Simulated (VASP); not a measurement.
Runs of VASP 6.6.1 on Hf. The structure is that of space group Im-3m (No. 229), or close to it. The cells are those of the table. This isn't the form of Hf at room conditions, which is hcp.

```tsv
task	cell	k mesh	cutoff (eV)	gap on the mesh (eV)	pressure (GPa)
single point	a = 3.063 Å, angles 109.5°, 1 atom	6 × 6 × 6	520	none	2.7
relaxation of cell and atoms	relaxed from a = 3.126 Å, angles 109.5°, 1 atom	5 × 5 × 5	600	none	-0.1
single point	a = 3.126 Å, angles 109.5°, 1 atom	6 × 6 × 6	520	none	-4.0
single point	a = 3.084 Å, angles 109.5°, 1 atom	6 × 6 × 6	520	none	(a)
single point	a = 3.105 Å, angles 109.5°, 1 atom	6 × 6 × 6	520	none	-2.0
```

Alike in all rows: potentials or basis VASP PAW PBE potentials, release 64 (Hf_pv); no spin polarisation.

Q: Fill in the values left out.

A: (a) 0.3.

Caveats: all runs use coarse meshes; the PAW data sets were made with another functional, which shifts forces and pressure a little; spin-orbit coupling is left out, which moves the levels of the heavy elements.

A k mesh can miss the band edges, and the runs leave out spin-orbit coupling on Hf.

A gap of «none» marks levels without a gap at the run's occupations.
